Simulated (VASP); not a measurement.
Write the native input for VASP 6.6.1 that does the following.

* Task: single point
* Functional: LDA
* Potentials or basis: VASP PAW LDA potentials, release 64 (As)
* Cutoff: 520 eV
* k mesh: 10 × 10 × 10
* Occupations: fermi-dirac, width 0.1 eV
* Spin: no spin polarisation
* Dipole correction: no
* Further INCAR settings: ALGO = Normal; EDIFF = 1e-06; NBANDS = 12

The structure of As lies in POSCAR:

```
As
1.0
    0.0000000000      3.0225740798      3.0225740798
    3.0225740798      0.0000000000      3.0225740798
    3.0225740798      3.0225740798      0.0000000000
As
2
Direct
    0.1250000000      0.1250000000      0.1250000000
    0.8750000000      0.8750000000      0.8750000000
```

This cell differs from its parent crystal: volume scaled by 1.04.

One way to write it, as run:

INCAR

```
PREC     = Accurate       # precision mode
ENCUT    = 520            # plane-wave cutoff, eV
EDIFF    = 1E-6           # SCF threshold, eV
ISMEAR   = -1             # smearing method
SIGMA    = 0.1            # smearing width, eV
LREAL    = False          # projectors in reciprocal space
LASPH    = True           # aspherical terms in the spheres
NELM     = 80             # most SCF steps
ALGO     = Normal         # electronic algorithm
ISIF     = 2              # what is computed and relaxed
LWAVE    = False          # write WAVECAR
LCHARG   = True           # write CHGCAR
GGA      = CA             # functional
LELF     = True           # ELF
LVHAR    = True         
NBANDS   = 12             # bands
```

KPOINTS

```
regular mesh
0
Gamma
  10 10 10
```

Potentials or basis: VASP PAW LDA potentials, release 64 (As).

Run with:

```console
$ cat potpaw_LDA.64/As/POTCAR > POTCAR
$ mpirun -np 1 vasp_std > vasp.out
```

Results of the run:

| Property | Result |
| --- | --- |
| Pressure | -1.9 GPa |
| Band gap on the k mesh | zero (band 5 reaches 3.90 eV, above the bottom of band 6 at 2.40 eV) |

Run time: 6.3 s on 1 thread of Intel(R) Xeon(R) 6975P-C (Granite Rapids), with other jobs on the host, peak memory 0.16 GiB.
